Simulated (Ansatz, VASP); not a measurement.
## One calculation of Mo, two programs

INCAR

```
  PREC = Accurate
  ENCUT = 600
  EDIFF = 1E-7
  ISMEAR = -1
  SIGMA = 0.05
  LREAL = F
  LASPH = T
  NELM = 80
  ALGO = Normal
  ISIF = 3
  LWAVE = F
  LCHARG = F
  GGA = RP
  IVDW = 12
  IBRION = 2
  NSW = 60
  EDIFFG = -0.01
```

The input KPOINTS:

```
Automatic mesh
0
Gamma
  12 12 12
```

The input POSCAR:

```
Mo
1.0
   -1.5838089719      1.5838089719      1.5838089719
    1.5838089719     -1.5838089719      1.5838089719
    1.5838089719      1.5838089719     -1.5838089719
Mo
1
Direct
    0.0000000000      0.0000000000      0.0000000000
```

input.yaml

```yaml
crystal:
  lattice:
    - [-1.5838089719, 1.5838089719, 1.5838089719]
    - [1.5838089719, -1.5838089719, 1.5838089719]
    - [1.5838089719, 1.5838089719, -1.5838089719]
  atoms:
    - { symbol: Mo, position: [0.0, 0.0, 0.0] }
hamiltonian:
  xc: rpbe
  pseudopotentials: { kind: paw }
  dispersion: d3bj
kpoints:
  mp_grid: { grid: [12, 12, 12] }
scf:
  occupations: { method: fermi_dirac, width: 0.05 }
output:
  forces: true
  stress: true
relax:
  f_tol: 0.01
  max_steps: 40
  cell: { stress_tol: 0.05 }
```

Alike in both runs: task relaxation of cell and atoms; functional RPBE; dispersion D3(BJ); k mesh 12 × 12 × 12; occupations fermi-dirac, width 0.05 eV; no spin polarisation.

|  | VASP | Ansatz |
| --- | --- | --- |
| version | VASP 6.6.1 | Ansatz 0.2.0 |
| potentials or method | VASP PAW PBE potentials, release 64 (Mo_sv) | Ansatz PAW |
| plane-wave cutoff (eV) | 600 | 420 |
| valence electrons in the cell | 14 | 14 |

|  | VASP | Ansatz | Ansatz less VASP |
| --- | --- | --- | --- |
| relaxed volume (Å³/atom) | 13.63 | 13.60 | -0.033 |
| relaxed cell length with the largest relative difference (Å) | 2.606 | 2.604 | -0.0021 |

VASP's potentials were made for PBE, not for RPBE.

Noted on Ansatz's run: the plane-wave basis is chosen anew once the cell has moved, so the energies of steps on either side of that aren't comparable.
